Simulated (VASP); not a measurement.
A run of VASP 6.6.1 is set up as follows.

INCAR

```
ALGO     = Normal         # electronic algorithm
EDIFF    = 1E-7           # SCF threshold, eV
ENCUT    = 520            # plane-wave cutoff, eV
GGA      = PS             # functional
ISIF     = 2              # what is computed and relaxed
ISMEAR   = 0              # smearing method
LASPH    = True           # aspherical terms in the spheres
LCHARG   = True           # write CHGCAR
LELF     = True           # ELF
LREAL    = False          # projectors in reciprocal space
LVHAR    = True         
LWAVE    = False          # write WAVECAR
NBANDS   = 46             # bands
NELM     = 80             # most SCF steps
PREC     = Accurate       # precision mode
SIGMA    = 0.05           # smearing width, eV
```

File KPOINTS:

```
k-points
0
Gamma
  7 7 3
```

POSCAR

```
ZnS
1.0
   -2.7046500000     -2.7046500000      0.0000000000
    2.7046500000     -2.7046500000      0.0000000000
    0.0000000000      0.0000000000     11.0686000000
Zn S
4 4
Direct
    0.0000000000      0.0000000000      0.9163252354
    0.5000000000      0.5000000000      0.1832650471
    0.0000000000      0.0000000000      0.4276184432
    0.5000000000      0.5000000000      0.6719718393
    0.5000000000      0.0000000000      0.3054417451
    0.0000000000      0.5000000000      0.5497951412
    0.5000000000      0.0000000000      0.7941485373
    0.0000000000      0.5000000000      0.0610883490
```

Potentials or basis: VASP PAW PBE potentials, release 64 (Zn, S).

Run with:

```console
$ cat potpaw_PBE.64/Zn/POTCAR potpaw_PBE.64/S/POTCAR > POTCAR
$ mpirun -np 1 vasp_std > vasp.out
```

(1) What does it give for the largest force?

(2) What does it give for the band gap on the k mesh?

(3) Estimate the pressure.

## Answers

(1) 0.955 eV/Å.

(2) 1.73 eV.

(3) -3.3 GPa.

Caveat: the cell differs from its parent crystal (the distance across one plane changed); the cell stands under tension; the PAW data sets were made with another functional, which shifts forces and pressure a little.
